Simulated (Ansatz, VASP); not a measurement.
Y in VASP and in Ansatz

```
Y
1.0
     3.13558    0.00000    0.00000
    -1.56779    2.71549    0.00000
     0.00000    0.00000    2.96629
Y
1
Direct
  0.00000 0.00000 0.00000
```

Change from the starting cell: volume scaled by 0.75, LAPW.

Alike in both runs: task single point; functional PBE; k mesh 14 × 14 × 13; occupations fermi-dirac, width 0.05 eV; no spin polarisation.

|  | VASP | Ansatz |
| --- | --- | --- |
| version | VASP 6.6.1 | Ansatz 0.2.0 |
| potentials or method | VASP PAW PBE potentials, release 64 (Y_sv), cutoff 520 eV | all-electron LAPW, scalar-relativistic |

|  | VASP | Ansatz | Ansatz less VASP |
| --- | --- | --- | --- |
| pressure (GPa) | 14.2 | 14.4 | +0.18 |
| traceless stress, the component that is largest in VASP (GPa) | 0.20 | 0.11 | -0.099 |

Ansatz ran all-electron here, and VASP with PAW potentials.
